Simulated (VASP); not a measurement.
# PtSe (Fm-3m) in VASP: a series of runs

Runs on PtSe. Level: PBE. Tasks: electric field gradients, single point.

All numbers are computed with VASP 6.6.1; they aren't measurements. Logs are shortened: lines on timing, memory, paths and dates and some standing lists are left out, and cuts for length are marked.

## 1. The cell of the first run

Symmetry: Fm-3m, No. 225, cubic system. The conventional cell has a = 5.597 Å, b = 5.597 Å, c = 5.597 Å, α = 90.00°, β = 90.00°, γ = 90.00°. Pt (site symmetry m-3m) has 6 Se at 2.80 Å within 3.7 Å. Se (site symmetry m-3m) has 6 Pt at 2.80 Å within 3.7 Å.

## 2. Electric field gradients, PBE

The input, INCAR:

```
PREC     = Accurate       # precision mode
ENCUT    = 400            # plane-wave cutoff, eV
EDIFF    = 1E-8           # SCF threshold, eV
ISMEAR   = -1             # smearing method
SIGMA    = 0.05           # smearing width, eV
LREAL    = False          # projectors in reciprocal space
LASPH    = True           # aspherical terms in the spheres
NELM     = 120            # most SCF steps
ALGO     = Normal         # electronic algorithm
ISIF     = 2              # what is computed and relaxed
LWAVE    = False          # write WAVECAR
LCHARG   = False          # write CHGCAR
GGA      = PE             # functional
LEFG     = True         
NBANDS   = 15             # bands
GGA_COMPAT= False
```

The input, KPOINTS:

```
Automatic mesh
0
Gamma
  8 8 8
```

The input, POSCAR:

```
PtSe
1.0
    0.0000000000      2.7984111300      2.7984111300
    2.7984111300      0.0000000000      2.7984111300
    2.7984111300      2.7984111300      0.0000000000
Pt Se
1 1
Direct
    0.5000000000      0.5000000000      0.5000000000
    0.0000000000      0.0000000000      0.0000000000
```

Potentials or basis: VASP PAW PBE potentials, release 64 (Pt, Se).

On the command line:

```
$ cat potpaw_PBE.64/Pt/POTCAR potpaw_PBE.64/Se/POTCAR > POTCAR
$ mpirun -np 1 vasp_std > vasp.out
```

OUTCAR:

```text
PREC = Accurate
   ENCUT = 400
   EDIFF = 1E-8
   ISMEAR = -1
   LREAL = False
   LASPH = True
   NELM = 120
   ISIF = 2
   GGA = PE

 ion  position               nearest neighbor table
   1  0.500  0.500  0.500-   2 2.80   2 2.80   2 2.80   2 2.80   2 2.80   2 2.80
   2  0.000  0.000  0.000-   1 2.80   1 2.80   1 2.80   1 2.80   1 2.80   1 2.80

  LATTYP: Found a face centered cubic cell.
 ALAT       =     5.5968222600

  Lattice vectors:

 A1 = (   0.0000000000,   2.7984111300,   2.7984111300)
 A2 = (   2.7984111300,   0.0000000000,   2.7984111300)
 A3 = (   2.7984111300,   2.7984111300,   0.0000000000)

Analysis of symmetry for initial positions (statically):
=====================================================================
 Subroutine PRICEL returns:
 Original cell was already a primitive cell.

 Routine SETGRP: Setting up the symmetry group for a
 face centered cubic supercell.

 Subroutine GETGRP returns: Found 48 space group operations
 (whereof 48 operations were pure point group operations)
 out of a pool of 48 trial point group operations.

The static configuration has the point symmetry O_h .

Analysis of symmetry for dynamics (positions and initial velocities):
=====================================================================
 Subroutine PRICEL returns:
 Original cell was already a primitive cell.

 Routine SETGRP: Setting up the symmetry group for a
 face centered cubic supercell.

 Subroutine GETGRP returns: Found 48 space group operations
 (whereof 48 operations were pure point group operations)
 out of a pool of 48 trial point group operations.

The dynamic configuration has the point symmetry O_h .

 Subroutine INISYM returns: Found 48 space group operations
 (whereof 48 operations are pure point group operations),
 and found     1 'primitive' translations

----------------------------------------------------------------------------------------

                                     Primitive cell

  volume of cell :      43.8293

  direct lattice vectors                    reciprocal lattice vectors
     0.000000000  2.798411130  2.798411130    -0.178672817  0.178672817  0.178672817
     2.798411130  0.000000000  2.798411130     0.178672817 -0.178672817  0.178672817
     2.798411130  2.798411130  0.000000000     0.178672817  0.178672817 -0.178672817

  length of vectors
     3.957550973  3.957550973  3.957550973     0.309470397  0.309470397  0.309470397

  position of ions in fractional coordinates (direct lattice)
     0.500000000  0.500000000  0.500000000
     0.000000000  0.000000000  0.000000000

  ion indices of the primitive-cell ions
   primitive index   ion index
                 1           1
                 2           2

----------------------------------------------------------------------------------------

 KPOINTS: Automatic mesh

Automatic generation of k-mesh.
 Grid dimensions read from file:
 generate k-points for:    8    8    8

 Generating k-lattice:

  Cartesian coordinates                     Fractional coordinates (reciprocal lattice)
    -0.022334102  0.022334102  0.022334102     0.125000000  0.000000000  0.000000000
     0.022334102 -0.022334102  0.022334102     0.000000000  0.125000000  0.000000000
     0.022334102  0.022334102 -0.022334102     0.000000000  0.000000000  0.125000000

  Length of vectors
     0.038683800  0.038683800  0.038683800

  Shift w.r.t. Gamma in fractional coordinates (k-lattice)
     0.000000000  0.000000000  0.000000000

 Subroutine IBZKPT returns following result:
 ===========================================

 Found     29 irreducible k-points:

 Following reciprocal coordinates:
            Coordinates               Weight
  0.000000  0.000000  0.000000      1.000000
  0.125000  0.000000  0.000000      8.000000
  0.250000  0.000000  0.000000      8.000000
  0.375000  0.000000  0.000000      8.000000
  0.500000  0.000000  0.000000      4.000000
  0.125000  0.125000  0.000000      6.000000
[... 16 lines left out ...]
  0.500000  0.250000  0.125000     48.000000
 -0.375000  0.250000  0.125000     24.000000
 [... further k-points ...]
   k-points           NKPTS =     29   k-points in BZ     NKDIM =     29   number of bands    NBANDS=     15
   number of dos      NEDOS =    301   number of ions     NIONS =      2
   total plane-waves  NPLWV =  21952
   dimension x,y,z NGX =    28 NGY =   28 NGZ =   28
   dimension x,y,z NGXF=    56 NGYF=   56 NGZF=   56
   ions per type =               1   1
   NGX,Y,Z   is equivalent  to a cutoff of  11.76, 11.76, 11.76 a.u.
   NGXF,Y,Z  is equivalent  to a cutoff of  23.52, 23.52, 23.52 a.u.
 SYSTEM =  unknown system
   PREC   = accura    normal or accurate (medium, high low for compatibility)
   ISTART =      0    job   : 0-new  1-cont  2-samecut
   ICHARG =      2    charge: 1-file 2-atom 10-const
   ISPIN  =      1    spin polarized calculation?
   LNONCOLLINEAR =      F non collinear calculations
   LSORBIT =      F    spin-orbit coupling
   LASPH  =      T    aspherical Exc in radial PAW
   ENCUT  =  400.0 eV  29.40 Ry    5.42 a.u.   6.45  6.45  6.45*2*pi/ulx,y,z
   NELM   =    120;   NELMIN=  2; NELMDL= -5     # of ELM steps
   EDIFF  = 0.1E-07   stopping-criterion for ELM
   LREAL  =      F    real-space projection
   EDIFFG = 0.1E-06   stopping-criterion for IOM
   NSW    =      0    number of steps for IOM
   IBRION =     -1    ionic relax: 0-MD 1-quasi-New 2-CG
   NFREE  =      0    steps in history (QN), initial steepest desc. (CG)
   ISIF   =      2    stress and relaxation
   ISYM   =      2    0-nonsym 1-usesym 2-fastsym
   POTIM  = 0.5000    time-step for ionic-motion
   TEBEG  =    0.0;   TEEND  =   0.0 temperature during run
   PSTRESS=    0.0 pullay stress
   NELECT =      16.0000    total number of electrons
   NUPDOWN=      -1.0000    fix difference up-down
   EMIN   =  10.00;   EMAX   =-10.00  energy-range for DOS
   EFERMI =   0.00;   METHOD = LEGACY
   ISMEAR =    -1;   SIGMA  =   0.05  broadening in eV -4-tet -1-fermi 0-gaus
   EFERMI_NEDOS =   21; number of points for ismear=-14 and -15
   IALGO  =     38    algorithm
   IMIX   =      4    mixing-type and parameters
     AMIX     =   0.40;   BMIX     =  1.00
     AMIX_MAG =   1.60;   BMIX_MAG =  1.00
  volume/ion in A,a.u.               =      21.91       147.89
  Fermi-wavevector in a.u.,A,eV,Ry     =   1.170020  2.211017 18.625654  1.368947
  Thomas-Fermi vector in A             =   2.306485
   LORBIT       =      0    0 simple, 1 ext, 2 COOP (PROOUT), +10 PAW based schemes
   GGA     = PE    functional components
   LHFCALC =     F    Hartree Fock is set to
   AEXX    =    0.0000 exact exchange contribution
   IVDW    =     0    specifies the selected vdW correction
   LEPSILON=     F    determine dielectric tensor
   LRPA    =     F    only Hartree local field effects (RPA)
 non-spin polarized calculation
  energy-cutoff  :      400.00
  volume of cell :       43.83
 maximum number of plane-waves:       821
 NGX is ok and might be reduce to    28
   NGX = 13   NGY = 13   NGZ = 13

 number of electron      16.0000001 magnetization

 Free energy of the ion-electron system (eV)
  ---------------------------------------------------
  ext. energy  EPLUGINS =         0.00000000
  ---------------------------------------------------
  free energy    TOTEN  =        -9.28189426 eV

  energy without entropy =       -9.27156645  energy(sigma->0) =       -9.27673035

 E-fermi :   5.2195     XC(G=0): -10.6088

 val. band max:        5.2178734505   @ k =  -0.3750   0.3750   0.0000
 cond. band min:       5.2667321363   @ k =   0.5000   0.3750   0.1250
 fundamental gap:      0.0488586858
 Fermi energy:         5.2195162301

 k-point     1 :       0.0000    0.0000    0.0000
  band No.  band energies     occupation
      1      -8.7559      2.00000
      2       2.8486      2.00000
      3       2.8486      2.00000
      4       2.8972      2.00000
      5       2.8972      2.00000
      6       2.8972      2.00000
      7       4.0310      2.00000
      8       4.0310      2.00000
      9       4.0310      2.00000
     10       5.6949      0.00015
     11      15.4449      0.00000
     12      16.0398      0.00000
     13      16.0398      0.00000
     14      16.0398      0.00000
     15      17.2844      0.00000

 k-point     2 :       0.1250    0.0000    0.0000
  band No.  band energies     occupation
      1      -8.6313      2.00000
      2       2.2168      2.00000
      3       2.2663      2.00000
      4       2.2663      2.00000
      5       2.9832      2.00000
      6       2.9832      2.00000
      7       3.4997      2.00000
      8       4.7764      1.99972
      9       4.7764      1.99972
     10       7.0232      0.00000
     11      13.9863      0.00000
     12      15.2655      0.00000
     13      15.2655      0.00000
     14      16.1338      0.00000
     15      16.9225      0.00000

 k-point     3 :       0.2500    0.0000    0.0000
  band No.  band energies     occupation
      1      -8.3014      2.00000
      2       0.6861      2.00000
      3       1.5453      2.00000
      4       1.5453      2.00000
      5       3.2175      2.00000
      6       3.2175      2.00000
      7       3.5554      2.00000
      8       5.9250      0.00000
      9       5.9250      0.00000
     10       8.6620      0.00000
     11      12.2593      0.00000
     12      13.5611      0.00000
     13      13.5611      0.00000
     14      16.3001      0.00000
     15      17.2022      0.00000
[... 343 lines left out ...]
 k-point    23 :       0.5000    0.2500    0.1250
  band No.  band energies     occupation
      1      -7.8325      2.00000
      2      -0.2286      2.00000
      3       1.0743      2.00000
      4       1.3832      2.00000
      5       3.2952      2.00000
      6       3.5880      2.00000
      7       3.8732      2.00000
      8       4.8822      1.99765
      9       6.4406      0.00000
     10       9.3214      0.00000
     11      10.9600      0.00000
     12      13.1446      0.00000
     13      13.7071      0.00000
     14      16.7764      0.00000
     15      19.2157      0.00000

 k-point    24 :      -0.3750    0.2500    0.1250
  band No.  band energies     occupation
      1      -7.7116      2.00000
      2      -0.3877      2.00000
      3       1.0022      2.00000
      4       1.0863      2.00000
      5       3.4844      2.00000
      6       3.5679      2.00000
      7       3.8390      2.00000
      8       5.4515      0.01916
      9       5.9640      0.00000
     10       9.6747      0.00000
     11      10.5569      0.00000
     12      13.2216      0.00000
     13      13.7059      0.00000
     14      17.5446      0.00000
     15      18.4147      0.00000

 [... further k-points ...]

------------------------ aborting loop because EDIFF is reached ----------------------------------------

  FORCE on cell =-STRESS in cart. coord.  units (eV):
  Direction    XX          YY          ZZ          XY          YZ          ZX
  --------------------------------------------------------------------------------------
  -------------------------------------------------------------------------------------
  Total       -3.9914081     -3.9914081     -3.9914081     -0.0000000      0.0000000      0.0000000
  in kB     -145.9056667   -145.9056667   -145.9056667     -0.0000000      0.0000000      0.0000000
  external PRESSURE =    -145.9056667 kB  Pullay stress =       0.0000000 kB

 VOLUME and BASIS-vectors are now :
 -----------------------------------------------------------------------------
  energy-cutoff  :      400.00
  volume of cell :       43.83
      direct lattice vectors                 reciprocal lattice vectors
     0.000000000  2.798411130  2.798411130    -0.178672817  0.178672817  0.178672817
     2.798411130  0.000000000  2.798411130     0.178672817 -0.178672817  0.178672817
     2.798411130  2.798411130  0.000000000     0.178672817  0.178672817 -0.178672817

 POSITION                                       TOTAL-FORCE (eV/Angst)
 -----------------------------------------------------------------------------------
      2.79841      2.79841      2.79841        -0.000000     -0.000000      0.000000
      0.00000      0.00000      0.00000         0.000000      0.000000      0.000000
 -----------------------------------------------------------------------------------
    total drift:                                0.000000      0.000000      0.000000

  FREE ENERGIE OF THE ION-ELECTRON SYSTEM (eV)
  ---------------------------------------------------
  free  energy   TOTEN  =        -9.2818942632 eV

  energy  without entropy=       -9.2715664460  energy(sigma->0) =       -9.27673035

 Electric field gradients (V/A^2)
---------------------------------------------------------------------
 ion       V_xx      V_yy      V_zz      V_xy      V_xz      V_yz
---------------------------------------------------------------------
   1      -0.000    -0.000     0.000     0.000     0.000     0.000
   2       0.000     0.000    -0.000     0.000     0.000     0.000
---------------------------------------------------------------------

 Electric field gradients after diagonalization (V/A^2)
 (convention: |V_zz| > |V_xx| > |V_yy|)
----------------------------------------------------------------------
 ion       V_xx      V_yy      V_zz     asymmetry (V_yy - V_xx)/ V_zz
----------------------------------------------------------------------
   1      -0.000    -0.000     0.000       0.000
   2      -0.000    -0.000     0.000       0.000
----------------------------------------------------------------------

           NMR quadrupolar parameters

 Cq : quadrupolar parameter    Cq=e*Q*V_zz/h
 eta: asymmetry parameters     (V_yy - V_xx)/ V_zz
 Q  : nuclear electric quadrupole moment in mb (millibarn)
----------------------------------------------------------------------
 ion       Cq(MHz)       eta       Q (mb)
----------------------------------------------------------------------
   1       0.000       0.000       1.000
   2       0.000       0.000       1.000
----------------------------------------------------------------------
```

Run time: 18 s. Hardware: 1 thread of Intel Xeon Platinum 8559C (Emerald Rapids), shared host; peak memory 0.15 GiB.

Results:

```
Free energy                             : -9.2819 eV
Pressure                                : -14.6 GPa
Band gap on the k mesh                  : zero (bands 8 and 9 overlap by 3.46 eV)
Largest electric field gradient by atom : zero within the noise of the run
```

Levels at points of the mesh, in eV from the Fermi level:
```tsv
k point	band 4	band 5	band 6	band 7	band 8	band 9	band 10	band 11	band 12	band 13
(0.00, 0.00, 0.00)	-2.32	-2.32	-2.32	-1.19	-1.19	-1.19	0.48	10.23	10.82	10.82
(0.50, 0.00, 0.00)	-4.31	-1.63	-1.63	-1.30	2.18	2.18	3.53	6.29	6.29	6.96
(0.50, 0.50, 0.00)	-2.51	-2.51	-2.03	-1.39	-1.39	-1.09	-0.04	8.05	10.29	11.91
```

Caveat: the cell stands under tension; spin-orbit coupling is left out, which moves the levels of the heavy elements.

## 3. Single point, PBE

POSCAR is that of step 2.

The input, INCAR.step1:

```
SYSTEM = PtSe
PREC = Accurate
ENCUT = 400
EDIFF = 1E-6
ISMEAR = -1
SIGMA = 0.05
LREAL = .FALSE.
LASPH = .TRUE.
NELM = 120
ALGO = Normal
ISIF = 2
LWAVE = .FALSE.
LCHARG = .TRUE.
LMAXMIX = 4
GGA = PE
NBANDS = 15
GGA_COMPAT = .FALSE.
NEDOS = 2001
LORBIT = 11
```

The input, KPOINTS.step1:

```
regular mesh
0
G
  8 8 8
  0 0 0
```

The input, INCAR.step2:

```
SYSTEM = PtSe
PREC = Accurate
ENCUT = 400
EDIFF = 1E-6
ISMEAR = -5
SIGMA = 0.05
LREAL = .FALSE.
LASPH = .TRUE.
NELM = 120
ALGO = Normal
ISIF = 2
LWAVE = .FALSE.
LCHARG = .FALSE.
LMAXMIX = 4
GGA = PE
LORBIT = 11
NBANDS = 15
NEDOS = 2001
ICHARG = 11
GGA_COMPAT = .FALSE.
```

The input, KPOINTS.step2:

```
regular mesh
0
G
  12 12 12
  0 0 0
```

Potentials or basis: VASP PAW PBE potentials, release 64 (Pt, Se).

On the command line:

```
$ cat potpaw_PBE.64/Pt/POTCAR potpaw_PBE.64/Se/POTCAR > POTCAR
$ cp INCAR.step1 INCAR
$ cp KPOINTS.step1 KPOINTS
$ mpirun -np 1 vasp_std > vasp.out
$ cp INCAR.step2 INCAR
$ cp KPOINTS.step2 KPOINTS
$ mpirun -np 1 vasp_std > vasp.out
```

OUTCAR:

```text
SYSTEM = PtSe
   PREC = Accurate
   ENCUT = 400
   EDIFF = 1E-6
   ISMEAR = -5
   LREAL = .FALSE.
   LASPH = .TRUE.
   NELM = 120
   ISIF = 2
   GGA = PE
   LORBIT = 11
   ICHARG = 11

 ion  position               nearest neighbor table
   1  0.500  0.500  0.500-   2 2.80   2 2.80   2 2.80   2 2.80   2 2.80   2 2.80
   2  0.000  0.000  0.000-   1 2.80   1 2.80   1 2.80   1 2.80   1 2.80   1 2.80

  LATTYP: Found a face centered cubic cell.
 ALAT       =     5.5968222600

  Lattice vectors:

 A1 = (   0.0000000000,   2.7984111300,   2.7984111300)
 A2 = (   2.7984111300,   0.0000000000,   2.7984111300)
[... 624 lines left out ...]
  -------------------------------------------------------------------------------------
  Total       -3.7263967     -3.7263967     -3.7263967      0.0000000      0.0000000      0.0000000
  in kB     -136.2181914   -136.2181914   -136.2181914      0.0000000      0.0000000      0.0000000
  external PRESSURE =    -136.2181914 kB  Pullay stress =       0.0000000 kB

 VOLUME and BASIS-vectors are now :
 -----------------------------------------------------------------------------
  energy-cutoff  :      400.00
  volume of cell :       43.83
      direct lattice vectors                 reciprocal lattice vectors
     0.000000000  2.798411130  2.798411130    -0.178672817  0.178672817  0.178672817
     2.798411130  0.000000000  2.798411130     0.178672817 -0.178672817  0.178672817
     2.798411130  2.798411130  0.000000000     0.178672817  0.178672817 -0.178672817

 POSITION                                       TOTAL-FORCE (eV/Angst)
 -----------------------------------------------------------------------------------
      2.79841      2.79841      2.79841         0.000000     -0.000000     -0.000000
      0.00000      0.00000      0.00000        -0.000000      0.000000      0.000000
 -----------------------------------------------------------------------------------
    total drift:                                0.000000      0.000000      0.000000

  FREE ENERGIE OF THE ION-ELECTRON SYSTEM (eV)
  ---------------------------------------------------
  free  energy   TOTEN  =        -9.2710272670 eV

  energy  without entropy=       -9.2710272670  energy(sigma->0) =       -9.27102727

 total charge

# of ion       s       p       d       tot
------------------------------------------
    1        0.544   0.265   8.112   8.921
    2        1.487   2.081   0.058   3.627
--------------------------------------------------
tot          2.031   2.346   8.170  12.548
```

OUTCAR.step1:

```text
SYSTEM = PtSe
   PREC = Accurate
   ENCUT = 400
   EDIFF = 1E-6
   ISMEAR = -1
   LREAL = .FALSE.
   LASPH = .TRUE.
   NELM = 120
   ISIF = 2
   GGA = PE
   LORBIT = 11

 ion  position               nearest neighbor table
[... 652 lines left out ...]

  FREE ENERGIE OF THE ION-ELECTRON SYSTEM (eV)
  ---------------------------------------------------
  free  energy   TOTEN  =        -9.2818942325 eV

  energy  without entropy=       -9.2715661946  energy(sigma->0) =       -9.27673021

 total charge

# of ion       s       p       d       tot
------------------------------------------
    1        0.550   0.265   8.097   8.912
    2        1.485   2.089   0.059   3.632
--------------------------------------------------
tot          2.034   2.354   8.156  12.544
```

Run time: 30 s. Hardware: 1 thread of Intel Xeon Platinum 8559C (Emerald Rapids), shared host; peak memory 0.17 GiB.

What came out:

| Property | Result |
| --- | --- |
| Valence electrons inside the program's atomic spheres | Pt 8.92; Se 3.63 |

Caveat: spin-orbit coupling is left out, which moves the levels of the heavy elements; tetrahedron occupations give inexact forces and stress in metals.
